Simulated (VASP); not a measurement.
# EuMn (Pm-3m) in VASP: further runs

Runs on EuMn. Level: PBE+U. Tasks: single point.

All numbers are computed with VASP 6.6.1; they aren't measurements. Logs are shortened: lines on timing, memory, paths and dates and some standing lists are left out, and cuts for length are marked.

### Step 1. The cell of the first run

Symmetry: Pm-3m, No. 221, cubic system. The conventional cell has a = 3.689 Å, b = 3.689 Å, c = 3.689 Å, α = 90.00°, β = 90.00°, γ = 90.00°. Within 4.2 Å of Eu (site symmetry m-3m) lie 8 Mn at 3.20 Å and 6 Eu at 3.69 Å. Mn (site symmetry m-3m) has 8 Eu at 3.20 Å and 6 Mn at 3.69 Å within 4.2 Å.

### Step 2. Single point, PBE+U, collinear spin, ferrimagnetic start (25.11 Å³/atom)

INCAR

```
PREC = Accurate ; ENCUT = 520
EDIFF = 1E-6 ; ISMEAR = 0
SIGMA = 0.05 ; LREAL = F
LASPH = T ; NELM = 150
ALGO = Normal ; ISIF = 2
LWAVE = F ; LCHARG = F
ISPIN = 2 ; MAGMOM = 7.75 -4.25
LORBIT = 11 ; LMAXMIX = 6
LDAU = T ; LDAUTYPE = 2
LDAUL = 3 -1 ; LDAUU = 6 0
LDAUJ = 0 0 ; LDAUPRINT = 1
GGA = PE ; NBANDS = 26
```

KPOINTS

```
regular mesh
0
Gamma
  8 8 8
```

POSCAR

```
EuMn
1.0
    3.6893298574      0.0000000000      0.0000000000
    0.0000000000      3.6893298574      0.0000000000
    0.0000000000      0.0000000000      3.6893298574
Eu Mn
1 1
Direct
    0.0000000000      0.0000000000      0.0000000000
    0.5000000000      0.5000000000      0.5000000000
```

Potentials or basis: VASP PAW PBE potentials, release 64 (Eu, Mn_pv).

Run with:

```
cat potpaw_PBE.64/Eu/POTCAR potpaw_PBE.64/Mn_pv/POTCAR > POTCAR
mpirun -np 1 vasp_std > vasp.out
```

OUTCAR:

```text
PREC = Accurate
   ENCUT = 520
   EDIFF = 1E-6
   ISMEAR = 0
   LREAL = F
   LASPH = T
   NELM = 150
   ISIF = 2
   ISPIN = 2
   LORBIT = 11
   GGA = PE

 ion  position               nearest neighbor table
   1  0.000  0.000  0.000-   2 3.20   2 3.20   2 3.20   2 3.20   2 3.20   2 3.20   2 3.20   2 3.20

   2  0.500  0.500  0.500-   1 3.20   1 3.20   1 3.20   1 3.20   1 3.20   1 3.20   1 3.20   1 3.20

  LATTYP: Found a simple cubic cell.
 ALAT       =     3.6893298574

  Lattice vectors:

 A1 = (   3.6893298574,   0.0000000000,   0.0000000000)
 A2 = (   0.0000000000,   3.6893298574,   0.0000000000)
 A3 = (   0.0000000000,   0.0000000000,   3.6893298574)

Analysis of symmetry for initial positions (statically):
=====================================================================
 Subroutine PRICEL returns:
 Original cell was already a primitive cell.

 Routine SETGRP: Setting up the symmetry group for a
 simple cubic supercell.

 Subroutine GETGRP returns: Found 48 space group operations
 (whereof 48 operations were pure point group operations)
 out of a pool of 48 trial point group operations.

The static configuration has the point symmetry O_h .

Analysis of symmetry for dynamics (positions and initial velocities):
=====================================================================
 Subroutine PRICEL returns:
 Original cell was already a primitive cell.

 Routine SETGRP: Setting up the symmetry group for a
 simple cubic supercell.

 Subroutine GETGRP returns: Found 48 space group operations
 (whereof 48 operations were pure point group operations)
 out of a pool of 48 trial point group operations.

The dynamic configuration has the point symmetry O_h .

[... 187 lines left out ...]
  o =  0.0014  v =  0.0000  0.0000  0.0000  0.0000  0.0000  0.0000  0.0000 -0.0000  1.0000  0.0000 -0.0000  0.0000 -0.0000  0.0000      0.0000  0.0000  0.0000  0.0000  0.0000  0.0000  0.0000  0.0000  0.0000  0.0000  0.0000  0.0000  0.0000  0.0000
  o =  0.9613  v = -0.0000 -0.0000  0.0001  0.0000 -0.1159  0.9892 -0.0898  0.0000  0.0000  0.0000  0.0000  0.0000  0.0000  0.0000      0.0000  0.0000  0.0000  0.0000  0.0000  0.0000  0.0000  0.0000  0.0000  0.0000  0.0000  0.0000  0.0000  0.0000
  o =  0.9613  v = -0.6124 -0.0000  0.7906  0.0000 -0.0004 -0.0001 -0.0003  0.0000  0.0000  0.0000  0.0000  0.0000  0.0000  0.0000      0.0000  0.0000  0.0000  0.0000  0.0000  0.0000  0.0000  0.0000  0.0000  0.0000  0.0000  0.0000  0.0000  0.0000
  o =  0.9613  v = -0.0003  0.0000  0.0004  0.0000  0.7820  0.1466  0.6058  0.0000  0.0000  0.0000  0.0000  0.0000  0.0000  0.0000      0.0000  0.0000  0.0000  0.0000  0.0000  0.0000  0.0000  0.0000  0.0000  0.0000  0.0000  0.0000  0.0000  0.0000
  o =  0.9627  v = -0.0000  1.0000  0.0000  0.0000 -0.0000 -0.0000 -0.0000  0.0000  0.0000  0.0000  0.0000  0.0000  0.0000  0.0000      0.0000  0.0000  0.0000  0.0000  0.0000  0.0000  0.0000  0.0000  0.0000  0.0000  0.0000  0.0000  0.0000  0.0000
  o =  0.9666  v = -0.0003  0.0000 -0.0002  0.7654 -0.3941 -0.0000  0.5087  0.0000  0.0000  0.0000  0.0000  0.0000  0.0000  0.0000      0.0000  0.0000  0.0000  0.0000  0.0000  0.0000  0.0000  0.0000  0.0000  0.0000  0.0000  0.0000  0.0000  0.0000
  o =  0.9666  v = -0.7906 -0.0000 -0.6124  0.0005  0.0006 -0.0000 -0.0008  0.0000  0.0000  0.0000  0.0000  0.0000  0.0000  0.0000      0.0000  0.0000  0.0000  0.0000  0.0000  0.0000  0.0000  0.0000  0.0000  0.0000  0.0000  0.0000  0.0000  0.0000
  o =  0.9666  v =  0.0009 -0.0000  0.0007  0.6435  0.4687 -0.0000 -0.6051  0.0000  0.0000  0.0000  0.0000  0.0000  0.0000  0.0000      0.0000  0.0000  0.0000  0.0000  0.0000  0.0000  0.0000  0.0000  0.0000  0.0000  0.0000  0.0000  0.0000  0.0000

 number of electron      29.9999987 magnetization       3.6341899

 Free energy of the ion-electron system (eV)
  ---------------------------------------------------
  ext. energy  EPLUGINS =         0.00000000
  ---------------------------------------------------
  free energy    TOTEN  =       -18.76550346 eV

  energy without entropy =      -18.76364600  energy(sigma->0) =      -18.76457473

 E-fermi :   3.9030     XC(G=0): -10.3041

 val. band max:        3.8876737559   @ k =   0.5000   0.2500   0.1250
 cond. band min:       3.9158749752   @ k =   0.5000   0.2500   0.2500
 fundamental gap:      0.0282012193
 Fermi energy:         3.9030331343

 spin component 1

 k-point     1 :       0.0000    0.0000    0.0000
  band No.  band energies     occupation
      1     -42.1044      1.00000
      2     -42.1044      1.00000
      3     -42.1044      1.00000
      4     -36.2566      1.00000
      5     -15.0278      1.00000
      6     -15.0278      1.00000
[... 1385 lines left out ...]
     25      13.1888      0.00000
     26      13.2398      0.00000

 [... further k-points ...]
[... 5 lines left out ...]
  --------------------------------------------------------------------------------------
  -------------------------------------------------------------------------------------
  Total        0.5029990      0.5029990      0.5029990      0.0000000     -0.0000000      0.0000000
  in kB       16.0485307     16.0485307     16.0485307      0.0000000     -0.0000000      0.0000000
  external PRESSURE =      16.0485307 kB  Pullay stress =       0.0000000 kB

 VOLUME and BASIS-vectors are now :
 -----------------------------------------------------------------------------
  energy-cutoff  :      520.00
  volume of cell :       50.22
      direct lattice vectors                 reciprocal lattice vectors
     3.689329857  0.000000000  0.000000000     0.271051936  0.000000000  0.000000000
     0.000000000  3.689329857  0.000000000     0.000000000  0.271051936  0.000000000
     0.000000000  0.000000000  3.689329857     0.000000000  0.000000000  0.271051936

 POSITION                                       TOTAL-FORCE (eV/Angst)
 -----------------------------------------------------------------------------------
      0.00000      0.00000      0.00000         0.000000      0.000000      0.000000
      1.84466      1.84466      1.84466         0.000000      0.000000      0.000000
 -----------------------------------------------------------------------------------
    total drift:                                0.000000      0.000000      0.000000

  FREE ENERGIE OF THE ION-ELECTRON SYSTEM (eV)
  ---------------------------------------------------
  free  energy   TOTEN  =       -18.7655034642 eV

  energy  without entropy=      -18.7636459980  energy(sigma->0) =      -18.76457473

 total charge

# of ion       s       p       d       f       tot
--------------------------------------------------
    1        2.074   5.732   0.395   6.745  14.945
    2        0.380   6.103   4.954   0.000  11.437
--------------------------------------------------
tot          2.453  11.835   5.349   6.745  26.382

 magnetization (x)

# of ion       s       p       d       f       tot
--------------------------------------------------
    1        0.012  -0.107   0.188   6.734   6.826
    2       -0.063   0.033  -3.719   0.000  -3.749
--------------------------------------------------
tot         -0.052  -0.073  -3.531   6.734   3.078
```

OSZICAR:

```text
N       E                     dE             d eps       ncg     rms          rms(c)
DAV:   1     0.210134253400E+03    0.21013E+03   -0.13475E+04  5226   0.490E+03
DAV:   2     0.148970134828E+02   -0.19524E+03   -0.17305E+03  4446   0.485E+02
[... 14 lines left out ...]
DAV:  17    -0.187655060447E+02   -0.66362E-04   -0.35099E-04  6274   0.298E-01    0.163E-01
DAV:  18    -0.187655044242E+02    0.16205E-05   -0.83620E-05  6750   0.203E-01    0.872E-02
DAV:  19    -0.187655021197E+02    0.23045E-05   -0.39999E-05  6020   0.164E-01    0.112E-01
DAV:  20    -0.187655057840E+02   -0.36643E-05   -0.11797E-05  6776   0.614E-02    0.874E-02
DAV:  21    -0.187655038090E+02    0.19750E-05   -0.48469E-06  4356   0.523E-02    0.442E-02
DAV:  22    -0.187655034642E+02    0.34476E-06   -0.93476E-07  3716   0.227E-02
   1 F= -.18765503E+02 E0= -.18764575E+02  d E =-.185747E-02  mag=     3.6343
```

Run time: 82 s. Hardware: 1 thread of AMD EPYC 9R45 (Zen 5), shared host; peak memory 0.2 GiB.

What came out:

| Property | Result |
| --- | --- |
| Free energy | -18.7655 eV |
| Pressure | 1.6 GPa |
| Net moment | 3.63 μB per cell |
| Site moments | Eu +6.83; Mn -3.75 μB |
| Valence electrons inside the program's atomic spheres | Eu 14.95; Mn 11.44 |

Eigenvalues of the final occupation matrices:
```tsv
site	spin	trace	eigenvalues
site 1 f	1	6.75	0.96 0.96 0.96 0.96 0.97 0.97 0.97
site 1 f	2	0.01	0.00 0.00 0.00 0.00 0.00 0.00 0.00
```

Caveat: spin-orbit coupling is left out, which moves the levels of the heavy elements. The state reached can hang on the start; a lower one may exist.

### Step 3. Single point, PBE+U, collinear spin, ferrimagnetic start (25.51 Å³/atom)

This run uses another cell than the first one, of 25.51 Å³/atom.

INCAR

```
  ALGO = Normal
  EDIFF = 1E-6
  ENCUT = 520
  GGA = PE
  ISIF = 2
  ISMEAR = 0
  ISPIN = 2
  LASPH = True
  LCHARG = False
  LDAU = True
  LDAUJ = 0 0
  LDAUL = 3 -1
  LDAUPRINT = 1
  LDAUTYPE = 2
  LDAUU = 6 0
  LMAXMIX = 6
  LORBIT = 11
  LREAL = False
  LWAVE = False
  MAGMOM = 7.76 -4.28
  NBANDS = 26
  NELM = 150
  PREC = Accurate
  SIGMA = 0.05
```

KPOINTS

```
k-points
0
Gamma
  8 8 8
```

POSCAR

```
EuMn
1.0
    3.7087477406      0.0000000000      0.0000000000
    0.0000000000      3.7087477406      0.0000000000
    0.0000000000      0.0000000000      3.7087477406
Eu Mn
1 1
Direct
    0.0000000000      0.0000000000      0.0000000000
    0.5000000000      0.5000000000      0.5000000000
```

Potentials or basis: VASP PAW PBE potentials, release 64 (Eu, Mn_pv).

Run with:

```
cat potpaw_PBE.64/Eu/POTCAR potpaw_PBE.64/Mn_pv/POTCAR > POTCAR
mpirun -np 1 vasp_std > vasp.out
```

OUTCAR:

```text
EDIFF = 1E-6
   ENCUT = 520
   GGA = PE
   ISIF = 2
   ISMEAR = 0
   ISPIN = 2
   LASPH = True
   LORBIT = 11
   LREAL = False
   NELM = 150
   PREC = Accurate

 ion  position               nearest neighbor table
   1  0.000  0.000  0.000-   2 3.21   2 3.21   2 3.21   2 3.21   2 3.21   2 3.21   2 3.21   2 3.21

   2  0.500  0.500  0.500-   1 3.21   1 3.21   1 3.21   1 3.21   1 3.21   1 3.21   1 3.21   1 3.21

  LATTYP: Found a simple cubic cell.
 ALAT       =     3.7087477406

  Lattice vectors:

 A1 = (   3.7087477406,   0.0000000000,   0.0000000000)
 A2 = (   0.0000000000,   3.7087477406,   0.0000000000)
 A3 = (   0.0000000000,   0.0000000000,   3.7087477406)

Analysis of symmetry for initial positions (statically):
=====================================================================
 Subroutine PRICEL returns:
 Original cell was already a primitive cell.

 Routine SETGRP: Setting up the symmetry group for a
 simple cubic supercell.

 Subroutine GETGRP returns: Found 48 space group operations
 (whereof 48 operations were pure point group operations)
 out of a pool of 48 trial point group operations.

The static configuration has the point symmetry O_h .

Analysis of symmetry for dynamics (positions and initial velocities):
=====================================================================
 Subroutine PRICEL returns:
 Original cell was already a primitive cell.

 Routine SETGRP: Setting up the symmetry group for a
 simple cubic supercell.

[... 198 lines left out ...]
  o =  0.9671  v =  0.0000  0.0000  0.0000  0.9958  0.0560 -0.0000 -0.0723  0.0000  0.0000  0.0000  0.0000  0.0000  0.0000  0.0000      0.0000  0.0000  0.0000  0.0000  0.0000  0.0000  0.0000  0.0000  0.0000  0.0000  0.0000  0.0000  0.0000  0.0000
  o =  0.9671  v = -0.7906  0.0000 -0.6124  0.0000 -0.0000 -0.0000  0.0000  0.0000  0.0000  0.0000  0.0000  0.0000  0.0000  0.0000      0.0000  0.0000  0.0000  0.0000  0.0000  0.0000  0.0000  0.0000  0.0000  0.0000  0.0000  0.0000  0.0000  0.0000
  o =  0.9671  v =  0.0000  0.0000 -0.0000 -0.0914  0.6098  0.0000 -0.7873  0.0000  0.0000  0.0000  0.0000  0.0000  0.0000  0.0000      0.0000  0.0000  0.0000  0.0000  0.0000  0.0000  0.0000  0.0000  0.0000  0.0000  0.0000  0.0000  0.0000  0.0000

 number of electron      30.0000008 magnetization       3.6254829

 Free energy of the ion-electron system (eV)
  ---------------------------------------------------
  ext. energy  EPLUGINS =         0.00000000
  ---------------------------------------------------
  free energy    TOTEN  =       -18.77246652 eV

  energy without entropy =      -18.77035612  energy(sigma->0) =      -18.77141132

 E-fermi :   3.8144     XC(G=0): -10.2292

 val. band max:        3.8124542562   @ k =   0.5000   0.2500   0.2500
 cond. band min:       3.8390304810   @ k =   0.3750   0.2500   0.0000
 fundamental gap:      0.0265762248
 Fermi energy:         3.8144028698

 spin component 1

 k-point     1 :       0.0000    0.0000    0.0000
  band No.  band energies     occupation
      1     -42.1958      1.00000
      2     -42.1958      1.00000
      3     -42.1958      1.00000
      4     -36.3556      1.00000
      5     -15.1349      1.00000
      6     -15.1349      1.00000
[... 1385 lines left out ...]
     25      13.1061      0.00000
     26      13.1507      0.00000

 [... further k-points ...]
[... 5 lines left out ...]
  --------------------------------------------------------------------------------------
  -------------------------------------------------------------------------------------
  Total        0.3667847      0.3667847      0.3667847      0.0000000     -0.0000000      0.0000000
  in kB       11.5196679     11.5196679     11.5196679      0.0000000     -0.0000000      0.0000000
  external PRESSURE =      11.5196679 kB  Pullay stress =       0.0000000 kB

 VOLUME and BASIS-vectors are now :
 -----------------------------------------------------------------------------
  energy-cutoff  :      520.00
  volume of cell :       51.01
      direct lattice vectors                 reciprocal lattice vectors
     3.708747741  0.000000000  0.000000000     0.269632790  0.000000000  0.000000000
     0.000000000  3.708747741  0.000000000     0.000000000  0.269632790  0.000000000
     0.000000000  0.000000000  3.708747741     0.000000000  0.000000000  0.269632790

 POSITION                                       TOTAL-FORCE (eV/Angst)
 -----------------------------------------------------------------------------------
      0.00000      0.00000      0.00000         0.000000      0.000000      0.000000
      1.85437      1.85437      1.85437         0.000000      0.000000      0.000000
 -----------------------------------------------------------------------------------
    total drift:                                0.000000      0.000000      0.000000

  FREE ENERGIE OF THE ION-ELECTRON SYSTEM (eV)
  ---------------------------------------------------
  free  energy   TOTEN  =       -18.7724665166 eV

  energy  without entropy=      -18.7703561217  energy(sigma->0) =      -18.77141132

 total charge

# of ion       s       p       d       f       tot
--------------------------------------------------
    1        2.072   5.733   0.385   6.748  14.939
    2        0.377   6.101   4.951   0.000  11.429
--------------------------------------------------
tot          2.450  11.834   5.336   6.748  26.368

 magnetization (x)

# of ion       s       p       d       f       tot
--------------------------------------------------
    1        0.011  -0.107   0.186   6.738   6.828
    2       -0.064   0.033  -3.735   0.000  -3.766
--------------------------------------------------
tot         -0.052  -0.074  -3.550   6.738   3.062
```

OSZICAR:

```text
N       E                     dE             d eps       ncg     rms          rms(c)
DAV:   1     0.219707760049E+03    0.21971E+03   -0.13360E+04  5108   0.493E+03
DAV:   2     0.172021600937E+02   -0.20251E+03   -0.17871E+03  4434   0.500E+02
DAV:   3    -0.116721977347E+02   -0.28874E+02   -0.27806E+02  4824   0.136E+02
[... 12 lines left out ...]
DAV:  16    -0.187723496807E+02   -0.20004E-03   -0.25570E-03  6302   0.114E+00    0.468E-01
DAV:  17    -0.187724563153E+02   -0.10663E-03   -0.34185E-04  5956   0.265E-01    0.112E-01
DAV:  18    -0.187724685973E+02   -0.12282E-04   -0.60305E-05  6738   0.126E-01    0.998E-02
DAV:  19    -0.187724664893E+02    0.21079E-05   -0.17310E-05  6234   0.842E-02    0.513E-02
DAV:  20    -0.187724665166E+02   -0.27283E-07   -0.31227E-06  5146   0.284E-02
   1 F= -.18772467E+02 E0= -.18771411E+02  d E =-.211039E-02  mag=     3.6260
```

stdout:

```text
POSCAR found type information on POSCAR EuMn
 POSCAR found :  2 types and       2 ions
 scaLAPACK will be used
 LDA part: xc-table for (Slater+PW92), standard interpolation
 POSCAR, INCAR and KPOINTS ok, starting setup
 FFT: planning ... GRIDC
 FFT: planning ... GRID_SOFT
 FFT: planning ... GRID
 WAVECAR not read
 entering main loop
```

Wall time 74 s (1 thread of AMD EPYC 9R45 (Zen 5), shared host); peak memory 0.21 GiB.

What came out:

```yaml
Free_energy: -18.7725 eV
Pressure: 1.2 GPa
Net_moment: 3.63 μB per cell
Site_moments: Eu +6.83; Mn -3.77 μB
Valence_electrons_inside_the_program's_atomic_spheres: Eu 14.94; Mn 11.43
```

Eigenvalues of the final occupation matrices:
```csv
site,spin,trace,eigenvalues
site 1 f,1,6.75,0.96 0.96 0.96 0.96 0.97 0.97 0.97
site 1 f,2,0.01,0.00 0.00 0.00 0.00 0.00 0.00 0.00
```

Caveat: spin-orbit coupling is left out, which moves the levels of the heavy elements.

### Step 4. Single point, PBE+U, collinear spin, ferrimagnetic start (26.04 Å³/atom)

This run uses another cell than the first one, of 26.04 Å³/atom.

INCAR

```
SYSTEM = EuMn
ALGO = Normal
EDIFF = 1E-6
ENCUT = 520
GGA = PE
ISIF = 2
ISMEAR = 0
ISPIN = 2
LASPH = .True.
LCHARG = .False.
LDAU = .True.
LDAUJ = 0 0
LDAUL = 3 -1
LDAUPRINT = 1
LDAUTYPE = 2
LDAUU = 6 0
LMAXMIX = 6
LORBIT = 11
LREAL = .False.
LWAVE = .False.
MAGMOM = 7.77 -4.31
NBANDS = 26
NELM = 150
PREC = Accurate
SIGMA = 0.05
```

KPOINTS

```
k-points
0
Gamma
  8 8 8
  0 0 0
```

POSCAR

```
EuMn
1.0
    3.7343261195      0.0000000000      0.0000000000
    0.0000000000      3.7343261195      0.0000000000
    0.0000000000      0.0000000000      3.7343261195
Eu Mn
1 1
Direct
    0.0000000000      0.0000000000      0.0000000000
    0.5000000000      0.5000000000      0.5000000000
```

Run with:

```
cat potpaw_PBE.64/Eu/POTCAR potpaw_PBE.64/Mn_pv/POTCAR > POTCAR
mpirun -np 1 vasp_std > vasp.out
```

Wall time 75 s (1 thread of AMD EPYC 9R45 (Zen 5), shared host); peak memory 0.21 GiB.

The run converged. Its results:

```yaml
Free_energy: -18.7779 eV
Pressure: 0.5 GPa
Net_moment: 3.60 μB per cell
Site_moments: Eu +6.83; Mn -3.79 μB
Valence_electrons_inside_the_program's_atomic_spheres: Eu 14.93; Mn 11.42
```

Levels at points of the mesh, in eV from the Fermi level:
Spin up:
```
           k point  band 15  band 16  band 17  band 18  band 19  band 20
(0.00, 0.00, 0.00)    -1.31    -1.31    -1.30     1.07     1.07     1.07
(0.50, 0.00, 0.00)    -1.26    -1.26     0.24     1.01     1.10     1.10
(0.50, 0.50, 0.00)    -1.25    -1.21     0.27     0.27     1.22     1.22
(0.50, 0.50, 0.50)    -0.88    -0.88    -0.88     0.50     0.50     0.50
```
Spin down:
```csv
k point,band 10,band 11,band 12,band 13,band 14,band 15,band 16,band 17
"(0.00, 0.00, 0.00)",-2.98,-2.45,-2.45,-2.45,2.38,2.38,5.76,5.76
"(0.50, 0.00, 0.00)",-2.51,-2.51,-2.39,-1.79,-1.19,2.35,3.12,3.12
"(0.50, 0.50, 0.00)",-2.72,-2.72,-1.98,-1.17,1.50,1.50,2.59,5.24
"(0.50, 0.50, 0.50)",-2.65,-1.97,-1.97,-0.44,-0.44,-0.44,1.75,7.25
```

Eigenvalues of the final occupation matrices:
| site | spin | trace | eigenvalues |
| --- | --- | --- | --- |
| site 1 f | 1 | 6.76 | 0.96 0.96 0.96 0.96 0.97 0.97 0.97 |
| site 1 f | 2 | 0.01 | 0.00 0.00 0.00 0.00 0.00 0.00 0.00 |

Caveat: spin-orbit coupling is left out, which moves the levels of the heavy elements. The state reached can hang on the start; a lower one may exist.

(Continued in part 2 of 2.)
